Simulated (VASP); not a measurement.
A run of VASP 6.6.1:

File POSCAR:

```
Rb
1.0
    4.5593672664      0.0000000000      0.0000000000
    0.0000000000      4.5593672664      0.0000000000
    0.0000000000      0.0000000000      4.5593672664
Rb
1
Direct
    0.0000000000      0.0000000000      0.0000000000
```

Contents of INCAR.step1:

```
SYSTEM = Rb
PREC = Accurate
ENCUT = 550
ISMEAR = -1
SIGMA = 0.1
LREAL = .False.
LASPH = .True.
NELM = 120
NBANDS = 10
GGA = PE
ALGO = Normal
EDIFF = 1E-5
LWAVE = .True.
LCHARG = .False.
GGA_COMPAT = .False.
```

File INCAR.step2:

```
SYSTEM = Rb
PREC = Accurate
ENCUT = 550
EDIFF = 1E-6
ISMEAR = -1
SIGMA = 0.1
LREAL = .False.
LASPH = .True.
NELM = 120
ALGO = Normal
ISIF = 2
LWAVE = .False.
LCHARG = .True.
METAGGA = R2SCAN
LMIXTAU = .True.
LELF = .True.
LVHAR = .True.
NBANDS = 10
ISTART = 1
GGA_COMPAT = .False.
```

KPOINTS

```
regular mesh
0
Gamma
  8 8 8
  0 0 0
```

Potentials or basis: VASP PAW PBE potentials, release 64 (Rb_sv).

Command:

```bash
$ cat potpaw_PBE.64/Rb_sv/POTCAR > POTCAR
$ cp INCAR.step1 INCAR
$ mpirun -np 1 vasp_std > vasp.out
$ cp INCAR.step2 INCAR
$ mpirun -np 1 vasp_std > vasp.out
```

Hardware: 1 thread of AMD EPYC 7R43 64-Core Processor (Zen 3) (shared host).

Task: How long does it take, and how much memory?

Result: Run time: 3.5 min on 1 thread of AMD EPYC 7R43 64-Core Processor (Zen 3), on a shared host, peak memory 0.19 GiB. Counts: k points 35.
